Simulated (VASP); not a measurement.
Crystal: Si2C.

```
Si C
1.0
     0.01454    0.01018    2.87997
     4.99977   -0.14627    0.02553
    -0.14627    5.15002    0.01787
Si C
4 2
Direct
  0.96182 0.28522 0.32757
  0.51511 0.22658 0.80118
  0.01095 0.69418 0.66488
  0.51444 0.80739 0.22662
  0.96468 0.98368 0.99474
  0.53299 0.50296 0.48501
```

```yaml
Program: VASP 6.6.1
Task: relaxation of cell and atoms
Functional: PBE
Potentials_or_basis: VASP PAW PBE potentials, release 64 (Si, C)
Cutoff: 600 eV
k_mesh: 8 × 6 × 6
Occupations: gaussian, width 0.1 eV
Spin: no spin polarisation
```

At the start: pressure 2.0 GPa; volume 12.35 Å³/atom.

Question: How do energy, volume and symmetry change on relaxing?

Answer: Over 55 steps the energy falls by 929.3 meV/atom and the volume is 12.98 Å³/atom (+5.1 %); space group P1 (No. 1, to 0.1 Å) before, P2_1 (No. 4, to 0.1 Å).

The path:
| step | energy change (eV) | largest force (eV/Å) | pressure (GPa) | volume (Å³) |
| --- | --- | --- | --- | --- |
| 1 | 0.0000 | 3.0824 | 2.00 | 74.09 |
| 3 | -0.6925 | 2.3227 | -4.93 | 76.31 |
| 5 | -1.4644 | 3.5072 | 5.82 | 71.15 |
| 7 | -2.1288 | 2.9671 | 10.36 | 71.45 |
| 9 | -2.7096 | 1.8112 | 0.35 | 77.00 |
| 11 | -3.0071 | 1.2927 | -4.92 | 79.92 |
| 13 | -3.2812 | 1.5057 | 3.05 | 75.82 |
| 15 | -3.5555 | 2.0402 | 4.33 | 75.50 |
| 17 | -3.8694 | 1.5705 | -2.36 | 78.36 |
| 19 | -4.2033 | 1.6249 | 1.51 | 76.50 |
| 21 | -4.3513 | 0.7362 | 0.28 | 77.07 |
| 23 | -4.4443 | 0.9134 | -0.52 | 77.70 |
| 25 | -4.7061 | 1.2521 | 0.50 | 77.84 |
| 27 | -4.7942 | 1.2612 | 1.47 | 77.88 |
| 29 | -4.9967 | 1.1498 | 0.14 | 78.88 |
| 31 | -5.0593 | 0.8861 | 0.00 | 78.99 |
| 33 | -5.1201 | 2.0773 | 1.36 | 78.95 |
| 35 | -5.2770 | 0.7294 | 0.01 | 79.20 |
| 37 | -5.4035 | 0.6869 | -0.42 | 79.43 |
| 39 | -5.5049 | 0.4790 | -0.28 | 78.96 |
| 41 | -5.5558 | 0.2631 | 0.11 | 78.16 |
| 43 | -5.5637 | 0.1811 | 0.08 | 78.12 |
| 45 | -5.5678 | 0.1284 | -0.09 | 78.19 |
| 47 | -5.5711 | 0.1116 | -0.06 | 78.13 |
| 49 | -5.5745 | 0.0779 | -0.01 | 78.01 |
| 51 | -5.5755 | 0.0762 | -0.02 | 77.95 |
| 53 | -5.5758 | 0.0222 | -0.02 | 77.92 |
| 55 | -5.5759 | 0.0132 | 0.02 | 77.90 |

Final structure:
```
Si C
1.0
     0.02916   -0.00054    3.03759
     5.52269    0.00251    0.07745
    -0.00271    4.64443   -0.00007
Si C
4 2
Direct
  0.40344 0.26926 0.36859
  0.76302 0.23083 0.86874
  0.83970 0.63423 0.68344
  0.32712 0.86568 0.18333
  0.82890 0.88613 0.94788
  0.33782 0.61386 0.44804
```
